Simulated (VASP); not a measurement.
# Al2Au (Fm-3m) in VASP: further runs

Runs on Al2Au. Level: r2SCAN+rVV10. Tasks: single point, relaxation of cell and atoms.

Program: VASP 6.6.1. These are calculated values, not measurements. Logs are shortened: lines on timing, memory, paths and dates and some standing lists are left out, and cuts for length are marked.

### Step 1. The cell of the first run

It takes space group Fm-3m (No. 225, cubic). Conventional cell: a = 6.005 Å, b = 6.005 Å, c = 6.005 Å, α = 90.00°, β = 90.00°, γ = 90.00°. Within 3.4 Å of Al (site symmetry -43m) lie 4 Au at 2.60 Å and 6 Al at 3.00 Å. Within 3.4 Å of Au (site symmetry m-3m) lie 8 Al at 2.60 Å.

### Step 2. Single point, r2SCAN+rVV10

Input file POSCAR:

```
Al2Au
1.0
    0.0000000000      3.0023346600      3.0023346600
    3.0023346600      0.0000000000      3.0023346600
    3.0023346600      3.0023346600      0.0000000000
Al Au
2 1
Direct
    0.2500000000      0.2500000000      0.2500000000
    0.7500000000      0.7500000000      0.7500000000
    0.0000000000      0.0000000000      0.0000000000
```

Input file INCAR.step1:

```
SYSTEM = Al2Au
PREC = Accurate
ENCUT = 520
ISMEAR = 0
SIGMA = 0.1
LREAL = .False.
LASPH = .True.
NELM = 80
NBANDS = 16
GGA = PE
ALGO = Normal
EDIFF = 1E-4
LWAVE = .True.
LCHARG = .False.
```

Input file INCAR.step2:

```
SYSTEM = Al2Au
PREC = Accurate
ENCUT = 520
EDIFF = 1E-7
ISMEAR = 0
SIGMA = 0.1
LREAL = .False.
LASPH = .True.
NELM = 80
ALGO = Normal
ISIF = 2
LWAVE = .False.
LCHARG = .True.
METAGGA = R2SCAN
LMIXTAU = .True.
LUSE_VDW = .True.
IVDW_NL = 2
BPARAM = 11.95
CPARAM = 0.0093
LELF = .True.
LVHAR = .True.
NBANDS = 16
ISTART = 1
```

Input file KPOINTS:

```
regular mesh
0
Gamma
  6 6 6
  0 0 0
```

Potentials or basis: VASP PAW PBE potentials, release 64 (Al, Au).

Command:

```bash
$ cat potpaw_PBE.64/Al/POTCAR potpaw_PBE.64/Au/POTCAR > POTCAR
$ cp INCAR.step1 INCAR
$ mpirun -np 1 vasp_std > vasp.out
$ cp INCAR.step2 INCAR
$ mpirun -np 1 vasp_std > vasp.out
```

OUTCAR:

```text
SYSTEM = Al2Au
   PREC = Accurate
   ENCUT = 520
   EDIFF = 1E-7
   ISMEAR = 0
   LREAL = .False.
   LASPH = .True.
   NELM = 80
   ISIF = 2
   METAGGA = R2SCAN
   IVDW_NL = 2
   BPARAM = 11.95
   ISTART = 1

 ion  position               nearest neighbor table
   1  0.250  0.250  0.250-   3 2.60   3 2.60   3 2.60   3 2.60   2 3.00   2 3.00   2 3.00   2 3.00
                             2 3.00   2 3.00
   2  0.750  0.750  0.750-   3 2.60   3 2.60   3 2.60   3 2.60   1 3.00   1 3.00   1 3.00   1 3.00
                             1 3.00   1 3.00
   3  0.000  0.000  0.000-   2 2.60   2 2.60   2 2.60   1 2.60   2 2.60   1 2.60   1 2.60   1 2.60

  LATTYP: Found a face centered cubic cell.
 ALAT       =     6.0046693200

  Lattice vectors:

 A1 = (   0.0000000000,   3.0023346600,   3.0023346600)
 A2 = (   3.0023346600,   0.0000000000,   3.0023346600)
 A3 = (   3.0023346600,   3.0023346600,   0.0000000000)

Analysis of symmetry for initial positions (statically):
=====================================================================
 Subroutine PRICEL returns:
 Original cell was already a primitive cell.

 Routine SETGRP: Setting up the symmetry group for a
 face centered cubic supercell.

 Subroutine GETGRP returns: Found 48 space group operations
 (whereof 48 operations were pure point group operations)
 out of a pool of 48 trial point group operations.

The static configuration has the point symmetry O_h .

Analysis of symmetry for dynamics (positions and initial velocities):
=====================================================================
 Subroutine PRICEL returns:
 Original cell was already a primitive cell.

 Routine SETGRP: Setting up the symmetry group for a
 face centered cubic supercell.

 Subroutine GETGRP returns: Found 48 space group operations
 (whereof 48 operations were pure point group operations)
 out of a pool of 48 trial point group operations.

The dynamic configuration has the point symmetry O_h .

 Subroutine INISYM returns: Found 48 space group operations
 (whereof 48 operations are pure point group operations),
 and found     1 'primitive' translations

----------------------------------------------------------------------------------------

                                     Primitive cell

  volume of cell :      54.1262

  direct lattice vectors                    reciprocal lattice vectors
     0.000000000  3.002334660  3.002334660    -0.166537064  0.166537064  0.166537064
     3.002334660  0.000000000  3.002334660     0.166537064 -0.166537064  0.166537064
     3.002334660  3.002334660  0.000000000     0.166537064  0.166537064 -0.166537064

  length of vectors
     4.245942395  4.245942395  4.245942395     0.288450657  0.288450657  0.288450657

  position of ions in fractional coordinates (direct lattice)
     0.250000000  0.250000000  0.250000000
     0.750000000  0.750000000  0.750000000
     0.000000000  0.000000000  0.000000000

  ion indices of the primitive-cell ions
   primitive index   ion index
                 1           1
                 2           2
                 3           3

----------------------------------------------------------------------------------------

 KPOINTS: regular mesh

Automatic generation of k-mesh.
 Grid dimensions read from file:
 generate k-points for:    6    6    6

 Generating k-lattice:

  Cartesian coordinates                     Fractional coordinates (reciprocal lattice)
    -0.027756177  0.027756177  0.027756177     0.166666667  0.000000000  0.000000000
     0.027756177 -0.027756177  0.027756177     0.000000000  0.166666667  0.000000000
     0.027756177  0.027756177 -0.027756177     0.000000000  0.000000000  0.166666667

  Length of vectors
     0.048075109  0.048075109  0.048075109

  Shift w.r.t. Gamma in fractional coordinates (k-lattice)
     0.000000000  0.000000000  0.000000000

 Subroutine IBZKPT returns following result:
 ===========================================

 Found     16 irreducible k-points:

 Following reciprocal coordinates:
            Coordinates               Weight
  0.000000  0.000000  0.000000      1.000000
  0.166667  0.000000  0.000000      8.000000
  0.333333  0.000000  0.000000      8.000000
  0.500000  0.000000  0.000000      4.000000
  0.166667  0.166667  0.000000      6.000000
  0.333333  0.166667  0.000000     24.000000
[... 8 lines left out ...]
 -0.333333  0.333333  0.166667     24.000000
 -0.333333  0.500000  0.166667     12.000000
   k-points           NKPTS =     16   k-points in BZ     NKDIM =     16   number of bands    NBANDS=     16
   number of dos      NEDOS =    301   number of ions     NIONS =      3
   total plane-waves  NPLWV =  32768
   dimension x,y,z NGX =    32 NGY =   32 NGZ =   32
   dimension x,y,z NGXF=    64 NGYF=   64 NGZF=   64
   ions per type =               2   1
   NGX,Y,Z   is equivalent  to a cutoff of  12.53, 12.53, 12.53 a.u.
   NGXF,Y,Z  is equivalent  to a cutoff of  25.06, 25.06, 25.06 a.u.
 SYSTEM =  Al2Au
   PREC   = accura    normal or accurate (medium, high low for compatibility)
   ISTART =      1    job   : 0-new  1-cont  2-samecut
   ICHARG =      0    charge: 1-file 2-atom 10-const
   ISPIN  =      1    spin polarized calculation?
   LNONCOLLINEAR =      F non collinear calculations
   LSORBIT =      F    spin-orbit coupling
   LASPH  =      T    aspherical Exc in radial PAW
   ENCUT  =  520.0 eV  38.22 Ry    6.18 a.u.   7.89  7.89  7.89*2*pi/ulx,y,z
   NELM   =     80;   NELMIN=  2; NELMDL=  0     # of ELM steps
   EDIFF  = 0.1E-06   stopping-criterion for ELM
   LREAL  =      F    real-space projection
   EDIFFG = 0.1E-05   stopping-criterion for IOM
   NSW    =      0    number of steps for IOM
   IBRION =     -1    ionic relax: 0-MD 1-quasi-New 2-CG
   NFREE  =      0    steps in history (QN), initial steepest desc. (CG)
   ISIF   =      2    stress and relaxation
   ISYM   =      2    0-nonsym 1-usesym 2-fastsym
   POTIM  = 0.5000    time-step for ionic-motion
   TEBEG  =    0.0;   TEEND  =   0.0 temperature during run
   PSTRESS=    0.0 pullay stress
   NELECT =      17.0000    total number of electrons
   NUPDOWN=      -1.0000    fix difference up-down
   EMIN   =  10.00;   EMAX   =-10.00  energy-range for DOS
   EFERMI =   0.00;   METHOD = LEGACY
   ISMEAR =     0;   SIGMA  =   0.10  broadening in eV -4-tet -1-fermi 0-gaus
   EFERMI_NEDOS =   21; number of points for ismear=-14 and -15
   IALGO  =     38    algorithm
   IMIX   =      4    mixing-type and parameters
     AMIX     =   0.40;   BMIX     =  1.00
     AMIX_MAG =   1.60;   BMIX_MAG =  1.00
  volume/ion in A,a.u.               =      18.04       121.75
  Fermi-wavevector in a.u.,A,eV,Ry     =   1.112813  2.102911 16.848801  1.238352
  Thomas-Fermi vector in A             =   2.249391
   LORBIT       =      0    0 simple, 1 ext, 2 COOP (PROOUT), +10 PAW based schemes
   METAGGA = R2SCAN    functional components
   LHFCALC =     F    Hartree Fock is set to
   AEXX    =    0.0000 exact exchange contribution
   IVDW_NL    =     2    kernel type
   BPARAM     =11.9500
   IVDW    =     0    specifies the selected vdW correction
   LEPSILON=     F    determine dielectric tensor
   LRPA    =     F    only Hartree local field effects (RPA)
 non-spin polarized calculation
 Gauss-broadening in eV      SIGMA  =   0.10
  energy-cutoff  :      520.00
  volume of cell :       54.13
 maximum number of plane-waves:      1470
   NGX = 15   NGY = 15   NGZ = 15

 number of electron      17.0000001 magnetization

 Free energy of the ion-electron system (eV)
  ---------------------------------------------------
  ext. energy  EPLUGINS =         0.00000000
  ---------------------------------------------------
  free energy    TOTEN  =       -65.14612143 eV

  energy without entropy =      -65.13962069  energy(sigma->0) =      -65.14287106

 E-fermi :   7.5757     XC(G=0): -11.2889

 val. band max:        7.5672046427   @ k =   0.3333   0.1667   0.0000
 cond. band min:       8.0048803306   @ k =   0.5000   0.0000   0.0000
 fundamental gap:      0.4376756879
 Fermi energy:         7.5756940488

 k-point     1 :       0.0000    0.0000    0.0000
  band No.  band energies     occupation
      1      -3.4162      2.00000
      2       0.7509      2.00000
      3       0.7509      2.00000
      4       0.7509      2.00000
      5       1.7533      2.00000
      6       1.7533      2.00000
[... 8 lines left out ...]
     15      13.9291      0.00000
     16      13.9291      0.00000

 k-point     2 :       0.1667    0.0000    0.0000
  band No.  band energies     occupation
      1      -3.0366      2.00000
      2       0.6474      2.00000
      3       0.8407      2.00000
      4       0.8407      2.00000
      5       1.7414      2.00000
      6       1.7414      2.00000
[... 8 lines left out ...]
     15      13.5309      0.00000
     16      13.8468      0.00000

 k-point     3 :       0.3333    0.0000    0.0000
  band No.  band energies     occupation
      1      -2.0222      2.00000
      2       0.5483      2.00000
      3       0.9751      2.00000
      4       0.9751      2.00000
      5       1.8019      2.00000
      6       1.8019      2.00000
[... 8 lines left out ...]
     15      15.4540      0.00000
     16      15.7957      0.00000

 k-point     4 :       0.5000    0.0000    0.0000
  band No.  band energies     occupation
      1      -1.2564      2.00000
      2       0.9411      2.00000
      3       1.0078      2.00000
      4       1.0078      2.00000
      5       1.8918      2.00000
      6       1.8918      2.00000
[... 8 lines left out ...]
     15      17.0260      0.00000
     16      18.2114      0.00000
[... 172 lines left out ...]
 k-point    14 :       0.5000    0.3333    0.1667
  band No.  band energies     occupation
      1      -1.0770      2.00000
      2       0.2879      2.00000
      3       1.0489      2.00000
      4       1.3274      2.00000
      5       1.6869      2.00000
      6       1.9132      2.00000
[... 8 lines left out ...]
     15      16.7130      0.00000
     16      17.7528      0.00000

 k-point    15 :      -0.3333    0.3333    0.1667
  band No.  band energies     occupation
      1      -0.3012      2.00000
      2       0.4100      2.00000
      3       1.0874      2.00000
      4       1.4178      2.00000
      5       1.4826      2.00000
      6       2.0047      2.00000
[... 8 lines left out ...]
     15      17.0060      0.00000
     16      19.1094      0.00000

 k-point    16 :      -0.3333    0.5000    0.1667
  band No.  band energies     occupation
      1       0.1703      2.00000
      2       0.5715      2.00000
      3       0.6054      2.00000
      4       1.5806      2.00000
      5       1.6211      2.00000
      6       2.2150      2.00000
[... 8 lines left out ...]
     15      18.9861      0.00000
     16      19.4290      0.00000

------------------------ aborting loop because EDIFF is reached ----------------------------------------

  FORCE on cell =-STRESS in cart. coord.  units (eV):
  Direction    XX          YY          ZZ          XY          YZ          ZX
  --------------------------------------------------------------------------------------
  -------------------------------------------------------------------------------------
  Total       -0.2040963     -0.2040963     -0.2040963     -0.0000000     -0.0000000      0.0000000
  in kB       -6.0414116     -6.0414116     -6.0414116     -0.0000000     -0.0000000      0.0000000
  external PRESSURE =      -6.0414116 kB  Pullay stress =       0.0000000 kB

 VOLUME and BASIS-vectors are now :
 -----------------------------------------------------------------------------
  energy-cutoff  :      520.00
  volume of cell :       54.13
      direct lattice vectors                 reciprocal lattice vectors
     0.000000000  3.002334660  3.002334660    -0.166537064  0.166537064  0.166537064
     3.002334660  0.000000000  3.002334660     0.166537064 -0.166537064  0.166537064
     3.002334660  3.002334660  0.000000000     0.166537064  0.166537064 -0.166537064

 POSITION                                       TOTAL-FORCE (eV/Angst)
 -----------------------------------------------------------------------------------
      1.50117      1.50117      1.50117         0.000000      0.000000      0.000000
      4.50350      4.50350      4.50350        -0.000000     -0.000000     -0.000000
      0.00000      0.00000      0.00000         0.000000      0.000000     -0.000000
 -----------------------------------------------------------------------------------
    total drift:                                0.000000     -0.000000      0.000000

  FREE ENERGIE OF THE ION-ELECTRON SYSTEM (eV)
  ---------------------------------------------------
  free  energy   TOTEN  =       -65.1461214277 eV

  energy  without entropy=      -65.1396206862  energy(sigma->0) =      -65.14287106
```

It took 61 s on 1 thread of Intel Xeon 6975P-C (Granite Rapids), shared host; peak memory 0.32 GiB.

Results:

| Item | Value |
| --- | --- |
| Free energy | -65.1461 eV |
| Pressure | -0.6 GPa |
| Band gap on the k mesh | zero (an odd number of electrons rules out a gap without spin polarisation) |

Levels at points of the mesh, in eV from the Fermi level:
```csv
k point,band 6,band 7,band 8,band 9,band 10,band 11,band 12,band 13
"(0.00, 0.00, 0.00)",-5.82,2.98,3.14,3.14,3.14,4.27,4.27,4.27
"(0.50, 0.00, 0.00)",-5.68,-5.62,0.43,0.43,3.88,4.15,4.19,4.19
"(0.50, 0.50, 0.00)",-5.49,-5.20,-2.16,-2.16,1.66,2.44,8.11,10.72
```

Caveat: the PAW data sets were made with another functional, which shifts forces and pressure a little; spin-orbit coupling is left out, which moves the levels of the heavy elements.

### Step 3. Single point, r2SCAN+rVV10

This run uses another cell than the first one, of 17.96 Å³/atom.

Input file POSCAR:

```
Al2Au
1.0
    0.0000000000      2.9979831138      2.9979831138
    2.9979831138      0.0000000000      2.9979831138
    2.9979831138      2.9979831138      0.0000000000
Al Au
2 1
Direct
    0.2500000000      0.2500000000      0.2500000000
    0.7500000000      0.7500000000      0.7500000000
    0.0000000000      0.0000000000      0.0000000000
```

Input file INCAR.step1:

```
SYSTEM = Al2Au
PREC = Accurate ; ENCUT = 520
ISMEAR = 0 ; SIGMA = 0.1
LREAL = .FALSE. ; LASPH = .TRUE.
NELM = 80 ; NBANDS = 16
GGA = PE ; ALGO = Normal
EDIFF = 1E-4 ; LWAVE = .TRUE.
LCHARG = .FALSE.
```

Input file INCAR.step2:

```
SYSTEM = Al2Au
PREC = Accurate ; ENCUT = 520
EDIFF = 1E-6 ; ISMEAR = 0
SIGMA = 0.1 ; LREAL = .FALSE.
LASPH = .TRUE. ; NELM = 80
ALGO = Normal ; ISIF = 2
LWAVE = .FALSE. ; LCHARG = .FALSE.
METAGGA = R2SCAN ; LMIXTAU = .TRUE.
LUSE_VDW = .TRUE. ; IVDW_NL = 2
BPARAM = 11.95 ; CPARAM = 0.0093
NBANDS = 16 ; ISTART = 1
```

Input file KPOINTS:

```
Automatic mesh
0
G
  12 12 12
  0 0 0
```

Potentials or basis: VASP PAW PBE potentials, release 64 (Al, Au).

Command:

```bash
$ cat potpaw_PBE.64/Al/POTCAR potpaw_PBE.64/Au/POTCAR > POTCAR
$ cp INCAR.step1 INCAR
$ mpirun -np 1 vasp_std > vasp.out
$ cp INCAR.step2 INCAR
$ mpirun -np 1 vasp_std > vasp.out
```

OUTCAR:

```text
SYSTEM = Al2Au
   PREC = Accurate
   ENCUT = 520
   EDIFF = 1E-6
   ISMEAR = 0
   LREAL = .FALSE.
   LASPH = .TRUE.
   NELM = 80
   ISIF = 2
   METAGGA = R2SCAN
   IVDW_NL = 2
   BPARAM = 11.95
   ISTART = 1

 ion  position               nearest neighbor table
   1  0.250  0.250  0.250-   3 2.60   3 2.60   3 2.60   3 2.60   2 3.00   2 3.00   2 3.00   2 3.00
                             2 3.00   2 3.00
   2  0.750  0.750  0.750-   3 2.60   3 2.60   3 2.60   3 2.60   1 3.00   1 3.00   1 3.00   1 3.00
                             1 3.00   1 3.00
   3  0.000  0.000  0.000-   2 2.60   2 2.60   2 2.60   1 2.60   2 2.60   1 2.60   1 2.60   1 2.60

  LATTYP: Found a face centered cubic cell.
 ALAT       =     5.9959662276

  Lattice vectors:

 A1 = (   0.0000000000,   2.9979831138,   2.9979831138)
 A2 = (   2.9979831138,   0.0000000000,   2.9979831138)
 A3 = (   2.9979831138,   2.9979831138,   0.0000000000)

Analysis of symmetry for initial positions (statically):
=====================================================================
 Subroutine PRICEL returns:
 Original cell was already a primitive cell.

[... 175 lines left out ...]
 val. band max:        7.6776445046   @ k =   0.5000   0.1667   0.0833
 cond. band min:       7.7650812366   @ k =   0.2500   0.1667   0.0833
 fundamental gap:      0.0874367321
 Fermi energy:         7.7314373904

 k-point     1 :       0.0000    0.0000    0.0000
  band No.  band energies     occupation
      1      -3.3964      2.00000
      2       0.7747      2.00000
      3       0.7747      2.00000
      4       0.7747      2.00000
      5       1.7810      2.00000
      6       1.7810      2.00000
[... 433 lines left out ...]
      3       1.1594      2.00000
      4       1.1814      2.00000
      5       1.8420      2.00000
      6       1.8577      2.00000
[... 8 lines left out ...]
     15      16.4570      0.00000
     16      17.1559      0.00000

 [... further k-points ...]

------------------------ aborting loop because EDIFF is reached ----------------------------------------

  FORCE on cell =-STRESS in cart. coord.  units (eV):
  Direction    XX          YY          ZZ          XY          YZ          ZX
  --------------------------------------------------------------------------------------
  -------------------------------------------------------------------------------------
  Total       -0.0413941     -0.0413941     -0.0413941     -0.0000000     -0.0000000      0.0000000
  in kB       -1.2306408     -1.2306408     -1.2306408     -0.0000000     -0.0000000      0.0000000
  external PRESSURE =      -1.2306408 kB  Pullay stress =       0.0000000 kB

 VOLUME and BASIS-vectors are now :
 -----------------------------------------------------------------------------
  energy-cutoff  :      520.00
  volume of cell :       53.89
      direct lattice vectors                 reciprocal lattice vectors
     0.000000000  2.997983114  2.997983114    -0.166778791  0.166778791  0.166778791
     2.997983114  0.000000000  2.997983114     0.166778791 -0.166778791  0.166778791
     2.997983114  2.997983114  0.000000000     0.166778791  0.166778791 -0.166778791

 POSITION                                       TOTAL-FORCE (eV/Angst)
 -----------------------------------------------------------------------------------
      1.49899      1.49899      1.49899         0.000000      0.000000      0.000000
      4.49697      4.49697      4.49697        -0.000000     -0.000000     -0.000000
      0.00000      0.00000      0.00000         0.000000     -0.000000      0.000000
 -----------------------------------------------------------------------------------
    total drift:                                0.000000     -0.000000      0.000000

  FREE ENERGIE OF THE ION-ELECTRON SYSTEM (eV)
  ---------------------------------------------------
  free  energy   TOTEN  =       -65.1464618281 eV

  energy  without entropy=      -65.1417983108  energy(sigma->0) =      -65.14413007
```

OUTCAR.step1:

```text
SYSTEM = Al2Au
   PREC = Accurate
   ENCUT = 520
   ISMEAR = 0
   LREAL = .FALSE.
   LASPH = .TRUE.
[... 682 lines left out ...]
      1.49899      1.49899      1.49899         0.000000      0.000000      0.000000
      4.49697      4.49697      4.49697        -0.000000     -0.000000     -0.000000
      0.00000      0.00000      0.00000         0.000000     -0.000000     -0.000000
 -----------------------------------------------------------------------------------
    total drift:                                0.000000     -0.000000      0.000000

  FREE ENERGIE OF THE ION-ELECTRON SYSTEM (eV)
  ---------------------------------------------------
  free  energy   TOTEN  =       -12.0068664473 eV

  energy  without entropy=      -12.0021204623  energy(sigma->0) =      -12.00449345
```

It took 1.7 min on 1 thread of Intel Xeon 6975P-C (Granite Rapids), shared host; peak memory 0.35 GiB.

What came out:

```yaml
Free_energy: -65.1465 eV
Pressure: -0.1 GPa
Band_gap_on_the_k_mesh: zero (an odd number of electrons rules out a gap without spin polarisation)
```

Caveat: the PAW data sets were made with another functional, which shifts forces and pressure a little; spin-orbit coupling is left out, which moves the levels of the heavy elements.

(Continued in part 2 of 2.)
